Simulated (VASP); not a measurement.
Wanted: the native input for a VASP 6.6.1 run.

- Task: single point
- Functional: PBE
- Dispersion: D3(BJ)
- Potentials or basis: VASP PAW PBE potentials, release 64 (Ag)
- Cutoff: 520 eV
- k mesh: 3 × 3 × 1
- Occupations: gaussian, width 0.1 eV
- Spin: no spin polarisation
- Dipole correction: yes
- Further INCAR settings: LREAL = Auto; ALGO = Normal; EDIFF = 1e-07; NBANDS = 102

The structure of Ag lies in POSCAR:

```
Ag
1.0
    5.7606628207      0.0000000000      0.0000000000
    0.0000000000      5.7606628207      0.0000000000
    0.0000000000      0.0000000000     22.1101056170
Ag
16
Direct
    0.2500000000      0.2500000000      0.3618254991
    0.2500000000      0.7500000000      0.3618254991
    0.7500000000      0.2500000000      0.3618254991
    0.7500000000      0.7500000000      0.3618254991
    0.5000000000      0.5000000000      0.4539418330
    0.5000000000      0.0000000000      0.4539418330
    0.0000000000      0.5000000000      0.4539418330
    0.0000000000      0.0000000000      0.4539418330
    0.7500000000      0.7500000000      0.5468395129
    0.7500000000      0.2500000000      0.5468395129
    0.2500000000      0.7500000000      0.5468395129
    0.2500000000      0.2500000000      0.5468395129
    0.0000000000      0.0000000000      0.6385899117
    0.0000000000      0.5000000000      0.6385899117
    0.5000000000      0.0000000000      0.6385899117
    0.5000000000      0.5000000000      0.6385899117
```

The input as run:

INCAR

```
  PREC = Accurate
  ENCUT = 520
  EDIFF = 1E-7
  ISMEAR = 0
  SIGMA = 0.1
  LREAL = Auto
  LASPH = True
  NELM = 100
  ALGO = Normal
  ISIF = 2
  LWAVE = False
  LCHARG = False
  LDIPOL = True
  IDIPOL = 3
  DIPOL = 0.5 0.5 0.500
  GGA = PE
  IVDW = 12
  NBANDS = 102
```

KPOINTS

```
regular mesh
0
Gamma
  3 3 1
```

Potentials or basis: VASP PAW PBE potentials, release 64 (Ag).

Command:

```sh
$ cat potpaw_PBE.64/Ag/POTCAR > POTCAR
$ mpirun -np 1 vasp_std > vasp.out
```

It gave:

```json
{
 "Largest force": "0.035 eV/Å",
 "Band gap on the k mesh": "zero (bands 88 and 89 overlap by 0.05 eV)",
 "Dispersion energy per atom": "-0.429 eV"
}
```

Caveat: the k points lie up to 0.36 Å⁻¹ apart.

Wall time 13 min on 1 thread of Intel(R) Xeon(R) Platinum 8259CL CPU @ 2.50GHz (Skylake/Cascade Lake), on a shared host, peak memory 0.76 GiB.
